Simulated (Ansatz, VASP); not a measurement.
Given: the input of a run of VASP 6.6.1 on Sb.

File INCAR:

```
SYSTEM = Sb
PREC     = Accurate       ! precision mode
ENCUT    = 520            ! plane-wave cutoff, eV
EDIFF    = 1E-6           ! SCF threshold, eV
ISMEAR   = -1             ! smearing method
SIGMA    = 0.05           ! smearing width, eV
LREAL    = .False.        ! projectors in reciprocal space
LASPH    = .True.         ! aspherical terms in the spheres
NELM     = 60             ! most SCF steps
ALGO     = Normal         ! electronic algorithm
ISIF     = 2              ! what is computed and relaxed
LWAVE    = .False.        ! write WAVECAR
LCHARG   = .False.        ! write CHGCAR
LDIPOL   = .True.       
IDIPOL   = 3            
DIPOL    = 0.5 0.5 0.500
GGA      = PE             ! functional
NBANDS   = 20             ! bands
```

The input KPOINTS:

```
regular mesh
0
Gamma
  8 6 1
  0 0 0
```

Contents of POSCAR:

```
Sb
1.0
    3.1600000000      0.0000000000      0.0000000000
    0.0000000000      4.4689148571      0.0000000000
    0.0000000000      0.0000000000     23.9378297142
Sb
5
Direct
    0.0000000000      0.5000000000      0.3133116114
    0.0000000000      0.0000000000      0.4066558057
    0.0000000000      0.5000000000      0.5000000000
    0.0000000000      0.0000000000      0.5933441943
    0.0000000000      0.5000000000      0.6866883886
```

Potentials or basis: VASP PAW PBE potentials, release 64 (Sb).

Run with:

```sh
$ cat potpaw_PBE.64/Sb/POTCAR > POTCAR
$ mpirun -np 1 vasp_std > vasp.out
```

Problem. Set up the same calculation for Ansatz 0.2.0. Potentials there: Ansatz PAW.

Solution. As run (the cutoff follows the program's own potentials):

Contents of input.yaml:

```yaml
crystal:
  lattice:
    - [3.16, 0.0, 0.0]
    - [0.0, 4.4689148571, 0.0]
    - [0.0, 0.0, 23.9378297142]
  atoms:
    - { symbol: Sb, position: [0.0, 0.5, 0.3133116114] }
    - { symbol: Sb, position: [0.0, 0.0, 0.4066558057] }
    - { symbol: Sb, position: [0.0, 0.5, 0.5] }
    - { symbol: Sb, position: [0.0, 0.0, 0.5933441943] }
    - { symbol: Sb, position: [0.0, 0.5, 0.6866883886] }
hamiltonian:
  xc: pbe
  pseudopotentials: { kind: paw }
kpoints:
  mp_grid: { grid: [8, 6, 1] }
scf:
  occupations: { method: fermi_dirac, width: 0.05 }
output:
  forces: true
  eigenvalues: true
efield:
  axis: 3
  dipole_correction: true
  ramp_width: 0.04
```

Potentials or basis: Ansatz PAW.

Command:

```bash
$ ansatz run input.yaml --threads 4 --pin off --max-ram 11264MiB --backend cpu --events-out ev --progress --plain --runs-dir out
```

Both were run:

|  | VASP | Ansatz | Ansatz less VASP |
| --- | --- | --- | --- |
| gap on the k mesh at the Fermi level (eV) | none | none | - |
| rms of the force components (eV/Å) | 0.403 | 0.404 | +0.0004 |

Atom by atom the forces differ by 0.001 eV/Å (rms over components). A gap of «none» marks a metal or a gap that the smearing closes. The functional is the same, so the differences come from potentials, cutoffs and numerics. VASP's potentials hold 25 valence electrons a cell and Ansatz's 75, so a difference there can come from the potentials and not from the codes.

Neither program's run includes spin-orbit coupling.
